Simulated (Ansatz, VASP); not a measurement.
**MgO: VASP beside Ansatz**

```
Mg O
1.0
     2.13515   -2.13515    0.00000
     2.13515    0.00000   -2.13515
     8.68494    8.68494    8.68494
Mg O
6 6
Direct
  0.66667 0.66667 0.04097
  0.00000 0.00000 0.86046
  0.33333 0.33333 0.20487
  0.66667 0.66667 0.53266
  0.00000 0.00000 0.36877
  0.33333 0.33333 0.69656
  0.66667 0.66667 0.28682
  0.00000 0.00000 0.12292
  0.33333 0.33333 0.45072
  0.66667 0.66667 0.77851
  0.00000 0.00000 0.61461
  0.33333 0.33333 0.94241
```

Alike in both runs: task single point; functional LDA; k mesh 9 × 9 × 2; occupations gaussian, width 0.05 eV; no spin polarisation.

|  | VASP | Ansatz |
| --- | --- | --- |
| version | VASP 6.6.1 | Ansatz 0.2.0 |
| potentials or method | VASP PAW LDA potentials, release 64 (Mg_sv, O), cutoff 840 eV | scalar-relativistic, plane waves, PAW |
| valence electrons in the cell | 96 | 96 |

```tsv
	VASP	Ansatz	Ansatz less VASP
gap on the k mesh at the Fermi level (eV)	3.21	3.19	-0.014
least direct gap on the mesh (eV)	3.21	3.19	-0.014
pressure (GPa)	-12.7	-13.1	-0.40
traceless stress, the component that is largest in VASP (GPa)	-1.68	-1.69	-0.001
rms of the force components (eV/Å)	0.407	0.403	-0.0041
```

LDA's correlation is that of Perdew and Zunger in VASP and of Perdew and Wang (1992) in Ansatz. Atom by atom the forces differ by 0.004 eV/Å (rms over components).
